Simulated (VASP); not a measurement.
# Ba (Pm-3m) in VASP: notebook, part 2 of 2

VASP 6.6.1.

## 3. Single point, LDA

This run uses another cell than the first one, of 51.12 Å³/atom, 1.016 times its volume.

Input file INCAR:

```
PREC = Accurate
ENCUT = 520
EDIFF = 1E-6
ISMEAR = -1
SIGMA = 0.05
LREAL = False
LASPH = True
NELM = 80
ALGO = Normal
ISIF = 2
LWAVE = False
LCHARG = True
LELF = True
LVHAR = True
NBANDS = 11
```

Input file KPOINTS:

```
Automatic mesh
0
Gamma
  7 7 7
  0.5 0.5 0.5
```

Input file POSCAR:

```
Ba
1.0
    3.7114338995      0.0000000000      0.0000000000
    0.0000000000      3.7114338995      0.0000000000
    0.0000000000      0.0000000000      3.7114338995
Ba
1
Direct
    0.0000000000      0.0000000000      0.0000000000
```

Potentials or basis: VASP PAW LDA potentials, release 64 (Ba_sv).

On the command line:

```bash
cat potpaw_LDA.64/Ba_sv/POTCAR > POTCAR
mpirun -np 1 vasp_std > vasp.out
```

Run time: 7.4 s. Hardware: 1 thread of Intel Xeon Platinum 8259CL at 2.50GHz (Skylake/Cascade Lake), shared host; peak memory 0.14 GiB.

It converged, with:

```yaml
Free_energy: -1.9532 eV
Pressure: 0.3 GPa
Band_gap_on_the_k_mesh: zero (band 5 reaches 2.07 eV, above the bottom of band 6 at 1.85 eV)
```

Levels at points of the mesh, in eV from the Fermi level:
| k point | band 1 | band 2 | band 3 | band 4 | band 5 | band 6 | band 7 | band 8 | band 9 | band 10 |
| --- | --- | --- | --- | --- | --- | --- | --- | --- | --- | --- |
| (0.50, 0.50, 0.50) | -28.55 | -14.37 | -14.37 | -14.37 | -0.25 | -0.25 | -0.25 | 4.21 | 7.98 | 7.98 |

Caveat: spin-orbit coupling is left out, which moves the levels of the heavy elements.

## 4. Single point, PBEsol

This run uses another cell than the first one, of 54.98 Å³/atom, 1.092 times its volume.

Input file INCAR:

```
SYSTEM = Ba
ALGO = Normal ; EDIFF = 1E-6
ENCUT = 520 ; GGA = PS
ISIF = 2 ; ISMEAR = -1
LASPH = .True. ; LCHARG = .True.
LELF = .True. ; LREAL = .False.
LVHAR = .True. ; LWAVE = .False.
NBANDS = 11 ; NELM = 60
PREC = Accurate ; SIGMA = 0.05
```

KPOINTS is that of step 3.

Input file POSCAR:

```
Ba
1.0
    3.8025063762      0.0000000000      0.0000000000
    0.0000000000      3.8025063762      0.0000000000
    0.0000000000      0.0000000000      3.8025063762
Ba
1
Direct
    0.0000000000      0.0000000000      0.0000000000
```

Potentials or basis: VASP PAW PBE potentials, release 64 (Ba_sv).

On the command line:

```bash
cat potpaw_PBE.64/Ba_sv/POTCAR > POTCAR
mpirun -np 1 vasp_std > vasp.out
```

OUTCAR:

```text
SYSTEM = Ba
   EDIFF = 1E-6
   ENCUT = 520
   GGA = PS
   ISIF = 2
   ISMEAR = -1
   LASPH = .True.
   LREAL = .False.
   NELM = 60
   PREC = Accurate

 ion  position               nearest neighbor table
   1  0.000  0.000  0.000-

  LATTYP: Found a simple cubic cell.
 ALAT       =     3.8025063762

  Lattice vectors:

 A1 = (   3.8025063762,   0.0000000000,   0.0000000000)
 A2 = (   0.0000000000,   3.8025063762,   0.0000000000)
 A3 = (   0.0000000000,   0.0000000000,   3.8025063762)
[... 451 lines left out ...]
      9       9.3089      0.00000
     10       9.3111      0.00000
     11       9.6106      0.00000

------------------------ aborting loop because EDIFF is reached ----------------------------------------

  FORCE on cell =-STRESS in cart. coord.  units (eV):
  Direction    XX          YY          ZZ          XY          YZ          ZX
  --------------------------------------------------------------------------------------
  -------------------------------------------------------------------------------------
  Total        0.0837920      0.0837920      0.0837920      0.0000000     -0.0000000     -0.0000000
  in kB        2.4417621      2.4417621      2.4417621      0.0000000     -0.0000000     -0.0000000
  external PRESSURE =       2.4417621 kB  Pullay stress =       0.0000000 kB

 VOLUME and BASIS-vectors are now :
 -----------------------------------------------------------------------------
  energy-cutoff  :      520.00
  volume of cell :       54.98
      direct lattice vectors                 reciprocal lattice vectors
     3.802506376  0.000000000  0.000000000     0.262984437  0.000000000  0.000000000
     0.000000000  3.802506376  0.000000000     0.000000000  0.262984437  0.000000000
     0.000000000  0.000000000  3.802506376     0.000000000  0.000000000  0.262984437

 POSITION                                       TOTAL-FORCE (eV/Angst)
 -----------------------------------------------------------------------------------
      0.00000      0.00000      0.00000         0.000000      0.000000      0.000000
 -----------------------------------------------------------------------------------
    total drift:                               -0.000000     -0.000000     -0.000000

  FREE ENERGIE OF THE ION-ELECTRON SYSTEM (eV)
  ---------------------------------------------------
  free  energy   TOTEN  =        -1.8397688206 eV

  energy  without entropy=       -1.8310276370  energy(sigma->0) =       -1.83539823
```

Run time: 8.5 s. Hardware: 1 thread of Intel Xeon Platinum 8259CL at 2.50GHz (Skylake/Cascade Lake), shared host; peak memory 0.16 GiB.

Results:

| Property | Result |
| --- | --- |
| Free energy | -1.8398 eV |
| Pressure | 0.2 GPa |
| Band gap on the k mesh | zero (band 5 reaches 1.89 eV, above the bottom of band 6 at 1.77 eV) |

Caveat: the PAW data sets were made with another functional, which shifts forces and pressure a little; spin-orbit coupling is left out, which moves the levels of the heavy elements.

## 5. Relaxation of cell and atoms, LDA

This run uses another cell than the first one, of 60.13 Å³/atom, 1.195 times its volume.

Input file INCAR:

```
SYSTEM = Ba
PREC = Accurate
ENCUT = 600
EDIFF = 1E-6
ISMEAR = -1
SIGMA = 0.05
LREAL = .False.
LASPH = .True.
NELM = 60
ALGO = Normal
ISIF = 3
LWAVE = .False.
LCHARG = .False.
GGA = CA
IBRION = 2
NSW = 80
EDIFFG = -0.01
```

KPOINTS is that of step 4.

Input file POSCAR:

```
Ba
1.0
    3.9177180000      0.0000000000      0.0000000000
    0.0000000000      3.9177180000      0.0000000000
    0.0000000000      0.0000000000      3.9177180000
Ba
1
Direct
    0.0000000000      0.0000000000      0.0000000000
```

Potentials or basis: VASP PAW LDA potentials, release 64 (Ba_sv).

On the command line:

```bash
cat potpaw_LDA.64/Ba_sv/POTCAR > POTCAR
mpirun -np 1 vasp_std > vasp.out
```

OUTCAR:

```text
SYSTEM = Ba
   PREC = Accurate
   ENCUT = 600
   EDIFF = 1E-6
   ISMEAR = -1
   LREAL = .False.
   LASPH = .True.
   NELM = 60
   ISIF = 3
   GGA = CA
   IBRION = 2
   NSW = 80
   EDIFFG = -0.01

 ion  position               nearest neighbor table
   1  0.000  0.000  0.000-

  LATTYP: Found a simple cubic cell.
 ALAT       =     3.9177180000

  Lattice vectors:

 A1 = (   3.9177180000,   0.0000000000,   0.0000000000)
 A2 = (   0.0000000000,   3.9177180000,   0.0000000000)
 A3 = (   0.0000000000,   0.0000000000,   3.9177180000)

Analysis of symmetry for initial positions (statically):
=====================================================================
 Subroutine PRICEL returns:
 Original cell was already a primitive cell.
[... 171 lines left out ...]
  -------------------------------------------------------------------------------------
  Total       -0.3871283     -0.3871283     -0.3871283     -0.0000000     -0.0000000      0.0000000
  in kB      -10.3149221    -10.3149221    -10.3149221     -0.0000000     -0.0000000      0.0000000
  external PRESSURE =     -10.3149221 kB  Pullay stress =       0.0000000 kB
[... 57 lines left out ...]
--------------------------------------- Ionic step        3  -------------------------------------------

 number of electron      10.0000001 magnetization

 Free energy of the ion-electron system (eV)
  ---------------------------------------------------
  ext. energy  EPLUGINS =         0.00000000
  ---------------------------------------------------
  free energy    TOTEN  =        -1.95446399 eV

  energy without entropy =       -1.94307149  energy(sigma->0) =       -1.94876774

 E-fermi :   2.0166     XC(G=0):  -8.2252

 val. band max:        1.9823495036   @ k =   0.5000   0.2143   0.0714
 cond. band min:       2.0446433499   @ k =   0.0714   0.0714   0.0714
 fundamental gap:      0.0622938463
 Fermi energy:         2.0166008431

 k-point     1 :       0.0714    0.0714    0.0714
  band No.  band energies     occupation
      1     -26.8960      2.00000
      2     -11.6264      2.00000
      3     -11.6131      2.00000
      4     -11.6131      2.00000
      5      -0.3082      2.00000
      6       2.0446      0.72670
      7       2.0446      0.72670
      8       7.0131      0.00000
      9       7.2614      0.00000
[... 254 lines left out ...]
  FREE ENERGIE OF THE ION-ELECTRON SYSTEM (eV)
  ---------------------------------------------------
  free  energy   TOTEN  =        -1.9544639934 eV

  energy  without entropy=       -1.9430714883  energy(sigma->0) =       -1.94876774

 reached required accuracy - stopping structural energy minimisation
```

CONTCAR:

```text
Ba
   1.00000000000000
     3.7410360757191157    0.0000000000000000    0.0000000000000000
    -0.0000000000000000    3.7410360757191157    0.0000000000000000
    -0.0000000000000000   -0.0000000000000000    3.7410360757191157
  Ba
     1
Direct
     0.0000000000000000    0.0000000000000000    0.0000000000000000

  0.00000000E+00  0.00000000E+00  0.00000000E+00
```

Wall time 17 s (1 thread of Intel Xeon Platinum 8259CL at 2.50GHz (Skylake/Cascade Lake), shared host); peak memory 0.16 GiB.

What came out:

```yaml
Free_energy: -1.9545 eV
Relaxed_volume: 52.36 Å³/atom
Relaxed_cell: a = 3.741 Å, b = 3.741 Å, c = 3.741 Å, α = 90.00°, β = 90.00°, γ = 90.00°
Space_group_after_relaxing_to_0.05_Å: Pm-3m (No. 221)
Energy_gained_by_relaxing: 29.7 meV/atom
Ionic_steps: 3
Pressure_after_relaxing: 0.0 GPa
Band_gap_on_the_k_mesh: zero (band 5 reaches 1.98 eV, above the bottom of band 6 at 1.79 eV)
```

The path:
| step | energy change (eV) | largest force (eV/Å) | pressure (GPa) | volume (Å³) |
| --- | --- | --- | --- | --- |
| 1 | 0.0000 | 0.0000 | -1.03 | 60.13 |
| 2 | -0.0184 | 0.0000 | -0.73 | 56.82 |
| 3 | -0.0297 | 0.0000 | 0.00 | 52.36 |

Final structure:
```
Ba
1.0
     3.74104    0.00000    0.00000
     0.00000    3.74104    0.00000
     0.00000    0.00000    3.74104
Ba
1
Cartesian
  0.0000 0.0000 0.0000
```

Caveat: spin-orbit coupling is left out, which moves the levels of the heavy elements.

## 6. Summary

| task | level | potentials or basis | cell | cutoff (eV) | gap on the mesh (eV) | pressure (GPa) |
| --- | --- | --- | --- | --- | --- | --- |
| single point | PBEsol+D3(BJ) | VASP PAW PBE potentials, release 64 (Ba_sv) | a = 3.692 Å, 1 atom | 520 | none | 0.4 |
| single point | LDA | VASP PAW LDA potentials, release 64 (Ba_sv) | a = 3.711 Å, 1 atom | 520 | none | 0.3 |
| single point | PBEsol | VASP PAW PBE potentials, release 64 (Ba_sv) | a = 3.803 Å, 1 atom | 520 | none | 0.2 |
| relaxation of cell and atoms | LDA | VASP PAW LDA potentials, release 64 (Ba_sv) | relaxed from a = 3.918 Å, 1 atom | 600 | none | 0.0 |

Alike in all rows: no spin polarisation; k mesh 7 × 7 × 7, shifted; smearing fermi-dirac 0.05 eV.

Caveats: spin-orbit coupling is left out, which moves the levels of the heavy elements; the PAW data sets were made with another functional, which shifts forces and pressure a little (some runs); pairwise dispersion overbinds metals, which lowers pressure and volume (some runs).

Absolute energies hang on the potentials; compare differences alone.
